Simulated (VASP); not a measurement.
# Sr (P6/mmm) in VASP: a series of runs

The runs below take Sr through relaxation of cell and atoms, with PBE.

All numbers are computed with VASP 6.6.1; they aren't measurements. Logs are shortened: lines on timing, memory, paths and dates and some standing lists are left out, and cuts for length are marked.

## Step 1: The cell of the first run

It takes space group P6/mmm (No. 191, hexagonal). Conventional cell: a = 5.836 Å, b = 5.836 Å, c = 3.415 Å, α = 90.00°, β = 90.00°, γ = 120.00°. Sr (site symmetry 6/mmm) has 14 Sr at 3.42 to 3.78 Å within 4.5 Å. Sr (site symmetry -6m2) has 11 Sr at 3.37 to 3.78 Å within 4.4 Å.

This isn't the form of Sr at room conditions, which is fcc.

## Step 2: Relaxation of cell and atoms, PBE, target pressure 12 GPa, at which the enthalpy is minimised

INCAR reads:

```
SYSTEM = Sr
PREC = Accurate
ENCUT = 600
EDIFF = 1E-7
ISMEAR = -1
SIGMA = 0.1
LREAL = .FALSE.
LASPH = .TRUE.
NELM = 100
ALGO = Normal
ISIF = 3
LWAVE = .FALSE.
LCHARG = .FALSE.
GGA = PE
IBRION = 2
NSW = 32
EDIFFG = -0.005
PSTRESS = 120.0
```

KPOINTS reads:

```
regular mesh
0
G
  7 7 9
  0 0 0
```

POSCAR reads:

```
Sr
1.0
    5.8362767315      0.0000000000      0.0000000000
   -2.9181383657      5.0543639130      0.0000000000
    0.0000000000      0.0000000000      3.4150607250
Sr
3
Direct
    0.0000000000      0.0000000000      0.0000000000
    0.3333333333      0.6666666667      0.5000000000
    0.6666666667      0.3333333333      0.5000000000
```

Potentials or basis: VASP PAW PBE potentials, release 64 (Sr_sv).

Launch:

```sh
$ cat potpaw_PBE.64/Sr_sv/POTCAR > POTCAR
$ mpirun -np 1 vasp_std > vasp.out
```

OUTCAR:

```text
SYSTEM = Sr
   PREC = Accurate
   ENCUT = 600
   EDIFF = 1E-7
   ISMEAR = -1
   LREAL = .FALSE.
   LASPH = .TRUE.
   NELM = 100
   ISIF = 3
   GGA = PE
   IBRION = 2
   NSW = 32
   EDIFFG = -0.005
   PSTRESS = 120.0

 ion  position               nearest neighbor table
   1  0.000  0.000  0.000-   2 3.78   3 3.78   2 3.78   3 3.78   2 3.78   2 3.78   3 3.78   3 3.78
                             3 3.78   3 3.78   2 3.78   2 3.78
   2  0.333  0.667  0.500-   3 3.37   3 3.37   3 3.37   1 3.78   1 3.78   1 3.78   1 3.78   1 3.78
                             1 3.78   3 4.80   3 4.80   3 4.80   3 4.80   3 4.80   3 4.80
   3  0.667  0.333  0.500-   2 3.37   2 3.37   2 3.37   1 3.78   1 3.78   1 3.78   1 3.78   1 3.78
                             1 3.78   2 4.80   2 4.80   2 4.80   2 4.80   2 4.80   2 4.80

  LATTYP: Found a hexagonal cell.
 ALAT       =     5.8362767315
 C/A-ratio  =     0.5851437281

  Lattice vectors:

 A1 = (   5.8362767315,   0.0000000000,   0.0000000000)
 A2 = (  -2.9181383657,   5.0543639130,   0.0000000000)
 A3 = (   0.0000000000,   0.0000000000,   3.4150607250)

Analysis of symmetry for initial positions (statically):
=====================================================================
 Subroutine PRICEL returns:
 Original cell was already a primitive cell.

 Routine SETGRP: Setting up the symmetry group for a
 hexagonal supercell.

 Subroutine GETGRP returns: Found 24 space group operations
 (whereof 24 operations were pure point group operations)
 out of a pool of 24 trial point group operations.

The static configuration has the point symmetry D_6h.

Analysis of symmetry for dynamics (positions and initial velocities):
=====================================================================
 Subroutine PRICEL returns:
 Original cell was already a primitive cell.

 Routine SETGRP: Setting up the symmetry group for a
 hexagonal supercell.

 Subroutine GETGRP returns: Found 24 space group operations
 (whereof 24 operations were pure point group operations)
 out of a pool of 24 trial point group operations.

The dynamic configuration has the point symmetry D_6h.

 Subroutine INISYM returns: Found 24 space group operations
 (whereof 24 operations are pure point group operations),
 and found     1 'primitive' translations

----------------------------------------------------------------------------------------

                                     Primitive cell

  volume of cell :     100.7397

  direct lattice vectors                    reciprocal lattice vectors
     5.836276731  0.000000000  0.000000000     0.171342115  0.098924416  0.000000000
    -2.918138366  5.054363913  0.000000000     0.000000000  0.197848833  0.000000000
     0.000000000  0.000000000  3.415060725     0.000000000  0.000000000  0.292820562

  length of vectors
     5.836276731  5.836276731  3.415060725     0.197848833  0.197848833  0.292820562

  position of ions in fractional coordinates (direct lattice)
     0.000000000  0.000000000  0.000000000
     0.333333333  0.666666667  0.500000000
     0.666666667  0.333333333  0.500000000

  ion indices of the primitive-cell ions
   primitive index   ion index
                 1           1
                 2           2
                 3           3

----------------------------------------------------------------------------------------

 KPOINTS: regular mesh

Automatic generation of k-mesh.
 Grid dimensions read from file:
 generate k-points for:    7    7    9

 Generating k-lattice:

  Cartesian coordinates                     Fractional coordinates (reciprocal lattice)
     0.024477445  0.014132059  0.000000000     0.142857143  0.000000000  0.000000000
     0.000000000  0.028264119  0.000000000     0.000000000  0.142857143  0.000000000
     0.000000000  0.000000000  0.032535618     0.000000000  0.000000000  0.111111111

  Length of vectors
     0.028264119  0.028264119  0.032535618

  Shift w.r.t. Gamma in fractional coordinates (k-lattice)
     0.000000000  0.000000000  0.000000000

 Subroutine IBZKPT returns following result:
 ===========================================

 Found     40 irreducible k-points:

 Following reciprocal coordinates:
            Coordinates               Weight
  0.000000  0.000000  0.000000      1.000000
  0.142857  0.000000  0.000000      6.000000
  0.285714  0.000000  0.000000      6.000000
  0.428571  0.000000  0.000000      6.000000
  0.142857  0.142857  0.000000      6.000000
  0.285714  0.142857  0.000000     12.000000
[... 16 lines left out ...]
  0.428571  0.142857  0.222222     12.000000
  0.285714  0.285714  0.222222     12.000000
 [... further k-points ...]
   k-points           NKPTS =     40   k-points in BZ     NKDIM =     40   number of bands    NBANDS=     19
   number of dos      NEDOS =    301   number of ions     NIONS =      3
   total plane-waves  NPLWV =  64512
   dimension x,y,z NGX =    48 NGY =   48 NGZ =   28
   dimension x,y,z NGXF=    96 NGYF=   96 NGZF=   56
   ions per type =               3
   NGX,Y,Z   is equivalent  to a cutoff of  13.67, 13.67, 13.63 a.u.
   NGXF,Y,Z  is equivalent  to a cutoff of  27.35, 27.35, 27.26 a.u.
 SYSTEM =  Sr
   PREC   = accura    normal or accurate (medium, high low for compatibility)
   ISTART =      0    job   : 0-new  1-cont  2-samecut
   ICHARG =      2    charge: 1-file 2-atom 10-const
   ISPIN  =      1    spin polarized calculation?
   LNONCOLLINEAR =      F non collinear calculations
   LSORBIT =      F    spin-orbit coupling
   LASPH  =      T    aspherical Exc in radial PAW
   ENCUT  =  600.0 eV  44.10 Ry    6.64 a.u.  11.66 11.66  6.82*2*pi/ulx,y,z
   NELM   =    100;   NELMIN=  2; NELMDL= -5     # of ELM steps
   EDIFF  = 0.1E-06   stopping-criterion for ELM
   LREAL  =      F    real-space projection
   EDIFFG = -.5E-02   stopping-criterion for IOM
   NSW    =     32    number of steps for IOM
   IBRION =      2    ionic relax: 0-MD 1-quasi-New 2-CG
   NFREE  =      1    steps in history (QN), initial steepest desc. (CG)
   ISIF   =      3    stress and relaxation
   ISYM   =      2    0-nonsym 1-usesym 2-fastsym
   POTIM  = 0.5000    time-step for ionic-motion
   TEBEG  =    0.0;   TEEND  =   0.0 temperature during run
   PSTRESS=  120.0 pullay stress
   NELECT =      30.0000    total number of electrons
   NUPDOWN=      -1.0000    fix difference up-down
   EMIN   =  10.00;   EMAX   =-10.00  energy-range for DOS
   EFERMI =   0.00;   METHOD = LEGACY
   ISMEAR =    -1;   SIGMA  =   0.10  broadening in eV -4-tet -1-fermi 0-gaus
   EFERMI_NEDOS =   21; number of points for ismear=-14 and -15
   IALGO  =     38    algorithm
   IMIX   =      4    mixing-type and parameters
     AMIX     =   0.40;   BMIX     =  1.00
     AMIX_MAG =   1.60;   BMIX_MAG =  1.00
  volume/ion in A,a.u.               =      33.58       226.61
  Fermi-wavevector in a.u.,A,eV,Ry     =   1.093239  2.065921 16.261285  1.195171
  Thomas-Fermi vector in A             =   2.229520
   LORBIT       =      0    0 simple, 1 ext, 2 COOP (PROOUT), +10 PAW based schemes
   GGA     = PE    functional components
   LHFCALC =     F    Hartree Fock is set to
   AEXX    =    0.0000 exact exchange contribution
   IVDW    =     0    specifies the selected vdW correction
   LEPSILON=     F    determine dielectric tensor
   LRPA    =     F    only Hartree local field effects (RPA)
 conjugate gradient relaxation of ions
 non-spin polarized calculation
  energy-cutoff  :      600.00
  volume of cell :      100.74
 maximum number of plane-waves:      3385
 NGX is ok and might be reduce to    48
   NGX = 23   NGY = 23   NGZ = 13

--------------------------------------- Ionic step        1  -------------------------------------------

 number of electron      30.0000000 magnetization

 Free energy of the ion-electron system (eV)
  ---------------------------------------------------
  ext. energy  EPLUGINS =         0.00000000
  ---------------------------------------------------
  free energy    TOTEN  =        -3.07937862 eV

  energy without entropy =       -2.96322412  energy(sigma->0) =       -3.02130137

------------------------ aborting loop because EDIFF is reached ----------------------------------------

  FORCE on cell =-STRESS in cart. coord.  units (eV):
  Direction    XX          YY          ZZ          XY          YZ          ZX
  --------------------------------------------------------------------------------------
  -------------------------------------------------------------------------------------
  Total        7.6107821      7.6107821      7.6140912      0.0000000      0.0000000     -0.0000000
  in kB      121.0428271    121.0428271    121.0954552      0.0000000      0.0000000     -0.0000000
  external PRESSURE =       1.0603698 kB  Pullay stress =     120.0000000 kB

 VOLUME and BASIS-vectors are now :
 -----------------------------------------------------------------------------
  energy-cutoff  :      600.00
  volume of cell :      100.74
      direct lattice vectors                 reciprocal lattice vectors
     5.836276731  0.000000000  0.000000000     0.171342115  0.098924416  0.000000000
    -2.918138366  5.054363913  0.000000000     0.000000000  0.197848833  0.000000000
     0.000000000  0.000000000  3.415060725     0.000000000  0.000000000  0.292820562
[... 48 lines left out ...]
  FREE ENERGIE OF THE ION-ELECTRON SYSTEM (eV)
  ---------------------------------------------------
  free  energy   TOTEN  =        -3.1037504190 eV

  energy  without entropy=       -2.9875109608  energy(sigma->0) =       -3.04563069

  enthalpy is  TOTEN    =         4.4657570550 eV   P V=        7.5695074741

--------------------------------------- Ionic step        3  -------------------------------------------

 number of electron      30.0000000 magnetization

 Free energy of the ion-electron system (eV)
  ---------------------------------------------------
  ext. energy  EPLUGINS =         0.00000000
  ---------------------------------------------------
  free energy    TOTEN  =        -3.09846496 eV

  energy without entropy =       -2.98224494  energy(sigma->0) =       -3.04035495

 E-fermi :   3.4819     XC(G=0):  -9.0157

 val. band max:        3.4581193985   @ k =   0.1429   0.1429   0.3333
 cond. band min:       3.4834154194   @ k =   0.2857   0.0000   0.3333
 fundamental gap:      0.0252960209
 Fermi energy:         3.4819337510

 k-point     1 :       0.0000    0.0000    0.0000
  band No.  band energies     occupation
      1     -32.3097      2.00000
      2     -32.1608      2.00000
      3     -32.0988      2.00000
      4     -14.6796      2.00000
      5     -14.6796      2.00000
      6     -14.4021      2.00000
[... 11 lines left out ...]
     18       4.2165      0.00129
     19       4.6500      0.00002
[... 485 lines left out ...]
 k-point    24 :       0.2857    0.2857    0.2222
  band No.  band energies     occupation
      1     -32.2107      2.00000
      2     -32.1856      2.00000
      3     -32.0801      2.00000
      4     -14.7590      2.00000
      5     -14.5310      2.00000
      6     -14.4237      2.00000
[... 11 lines left out ...]
     18       4.9672      0.00000
     19       5.0253      0.00000

 [... further k-points ...]

------------------------ aborting loop because EDIFF is reached ----------------------------------------

  FORCE on cell =-STRESS in cart. coord.  units (eV):
  Direction    XX          YY          ZZ          XY          YZ          ZX
  --------------------------------------------------------------------------------------
  -------------------------------------------------------------------------------------
  Total        7.5633547      7.5633547      7.5665943      0.0000000      0.0000000     -0.0000000
  in kB      119.9863432    119.9863432    120.0377370      0.0000000      0.0000000     -0.0000000
  external PRESSURE =       0.0034745 kB  Pullay stress =     120.0000000 kB

 VOLUME and BASIS-vectors are now :
 -----------------------------------------------------------------------------
  energy-cutoff  :      600.00
  volume of cell :      100.99
      direct lattice vectors                 reciprocal lattice vectors
     5.841091292  0.000000000 -0.000000000     0.171200885  0.098842877 -0.000000000
    -2.920545646  5.058533445 -0.000000000    -0.000000000  0.197685754 -0.000000000
    -0.000000000  0.000000000  3.418020110     0.000000000  0.000000000  0.292567032

 POSITION                                       TOTAL-FORCE (eV/Angst)
 -----------------------------------------------------------------------------------
     -2.92055      5.05853     -0.00000        -0.000000      0.000000     -0.000000
     -0.00000      3.37236      1.70901        -0.000000      0.000000     -0.000000
      2.92055      1.68618      1.70901         0.000000     -0.000000      0.000000
 -----------------------------------------------------------------------------------
    total drift:                               -0.000000      0.000000     -0.000000

  FREE ENERGIE OF THE ION-ELECTRON SYSTEM (eV)
  ---------------------------------------------------
  free  energy   TOTEN  =        -3.0984649638 eV

  energy  without entropy=       -2.9822449440  energy(sigma->0) =       -3.04035495

  enthalpy is  TOTEN    =         4.4657506030 eV   P V=        7.5642155667

 reached required accuracy - stopping structural energy minimisation
```

Wall time 82 s (1 thread of Intel Xeon 6975P-C (Granite Rapids), shared host); peak memory 0.29 GiB.

What came out:

* Free energy: -3.0985 eV
* Relaxed volume: 33.66 Å³/atom
* Relaxed cell: a = 5.841 Å, b = 5.841 Å, c = 3.418 Å, α = 90.00°, β = 90.00°, γ = 120.00°
* Space group after relaxing (to 0.1 Å): P6/mmm (No. 191)
* Energy change on relaxing (the run minimises the enthalpy): -6.4 meV/atom
* Ionic steps: 3
* Pressure after relaxing: 12.0 GPa
* Band gap on the k mesh: zero (bands 15 and 16 overlap by 0.87 eV)

The path:
```tsv
step	energy change (eV)	largest force (eV/Å)	pressure (GPa)	volume (Å³)
1	0.0000	0.0000	12.11	100.74
2	-0.0244	0.0000	11.97	101.06
3	-0.0191	0.0000	12.00	100.99
```

Final structure:
```
CELL_PARAMETERS angstrom
5.84109 0.00000 0.00000
-2.92055 5.05853 0.00000
0.00000 0.00000 3.41802
ATOMIC_POSITIONS crystal
Sr 0.00000 0.00000 0.00000
Sr 0.33333 0.66667 0.50000
Sr 0.66667 0.33333 0.50000
```

Caveat: the cell is relaxed towards a set pressure, so the run minimises the enthalpy, not the energy.

## Step 3: Relaxation of cell and atoms, PBE, target pressure 12 GPa, at which the enthalpy is minimised

This run uses another cell than the first one, of 33.85 Å³/atom.

Edit INCAR of step 2 so:

```diff
@@ -3,3 +3,3 @@
 ENCUT = 600
-EDIFF = 1E-7
+EDIFF = 1E-6
 ISMEAR = -1
@@ -15,3 +15,3 @@
 IBRION = 2
-NSW = 32
+NSW = 60
 EDIFFG = -0.005
```

KPOINTS is that of step 2.

POSCAR reads:

```
Sr
1.0
    5.7400740030      0.0000000000      0.0000000000
   -2.8700370015      4.9710499062      0.0000000000
    0.0000000000      0.0000000000      3.5588458819
Sr
3
Direct
    0.0000000000      0.0000000000      0.0000000000
    0.3333333333      0.6666666667      0.5000000000
    0.6666666667      0.3333333333      0.5000000000
```

Potentials or basis: VASP PAW PBE potentials, release 64 (Sr_sv).

Launch:

```sh
$ cat potpaw_PBE.64/Sr_sv/POTCAR > POTCAR
$ mpirun -np 1 vasp_std > vasp.out
```

Run time: 2.1 min. Hardware: 1 thread of Intel Xeon 6975P-C (Granite Rapids), shared host; peak memory 0.29 GiB.

The run converged. Its results:

- Free energy: -3.0985 eV
- Relaxed volume: 33.66 Å³/atom
- Relaxed cell: a = 5.841 Å, b = 5.841 Å, c = 3.418 Å, α = 90.00°, β = 90.00°, γ = 120.00°
- Space group after relaxing (to 0.1 Å): P6/mmm (No. 191)
- Energy change on relaxing (the run minimises the enthalpy): -0.5 meV/atom
- Ionic steps: 6
- Pressure after relaxing: 12.0 GPa
- Band gap on the k mesh: zero (bands 15 and 16 overlap by 0.87 eV)

The path:
| step | energy change (eV) | largest force (eV/Å) | pressure (GPa) | volume (Å³) |
| --- | --- | --- | --- | --- |
| 1 | 0.0000 | 0.0000 | 11.84 | 101.55 |
| 2 | 0.0051 | 0.0000 | 12.02 | 101.00 |
| 3 | 0.0255 | 0.0000 | 12.15 | 100.64 |
| 4 | 0.0275 | 0.0000 | 12.16 | 100.61 |
| 5 | -0.0138 | 0.0000 | 11.93 | 101.16 |
| 6 | -0.0016 | 0.0000 | 12.00 | 100.99 |

Final structure:
```
Sr
1.0
     5.84108    0.00000    0.00000
    -2.92054    5.05852    0.00000
     0.00000    0.00000    3.41805
Sr
3
Direct
  0.00000 0.00000 0.00000
  0.33333 0.66667 0.50000
  0.66667 0.33333 0.50000
```

Levels at points of the mesh, in eV from the Fermi level:
| k point | band 12 | band 13 | band 14 | band 15 | band 16 | band 17 | band 18 | band 19 |
| --- | --- | --- | --- | --- | --- | --- | --- | --- |
| (0.00, 0.00, 0.00) | -17.30 | -4.06 | -0.36 | 0.67 | 0.67 | 0.73 | 0.73 | 1.17 |

Caveat: the cell is relaxed towards a set pressure, so the run minimises the enthalpy, not the energy.
